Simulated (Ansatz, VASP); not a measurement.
**Li2Pd in VASP and in Ansatz**

```xyz
3
Lattice="4.3096 0.0000 0.0000 -2.1548 3.7322 0.0000 0.0000 0.0000 2.7855" Properties=species:S:1:pos:R:3 pbc="T T T"
Li    0.0000    2.4881    1.3927
Li    2.1548    1.2441    1.3927
Pd    0.0000    0.0000    0.0000
```

Change from the starting cell: volume scaled by 1.06, PAW files.

Alike in both runs: task electric field gradients; functional LDA; k mesh 11 × 11 × 15; occupations fermi-dirac, width 0.08 eV; no spin polarisation.

```csv
,VASP,Ansatz
version,VASP 6.6.1,Ansatz 0.2.0
potentials or method,"VASP PAW LDA potentials, release 64 (Li_sv, Pd)","PAW with Ansatz's default frozen-core files, scalar-relativistic"
plane-wave cutoff (eV),520,420
valence electrons in the cell,16,24
```

|  | VASP | Ansatz | Ansatz less VASP |
| --- | --- | --- | --- |
| size of Vzz on the site where it differs most (V/Å²) | 68.5 | 66.3 | -2.17 |

LDA's correlation is that of Perdew and Zunger in VASP and of Perdew and Wang (1992) in Ansatz. VASP's potentials hold 16 valence electrons a cell and Ansatz's 24, so a difference there can come from the potentials and not from the codes.

Noted on VASP's run: the cutoff is short for stress, so the pressure is rough.
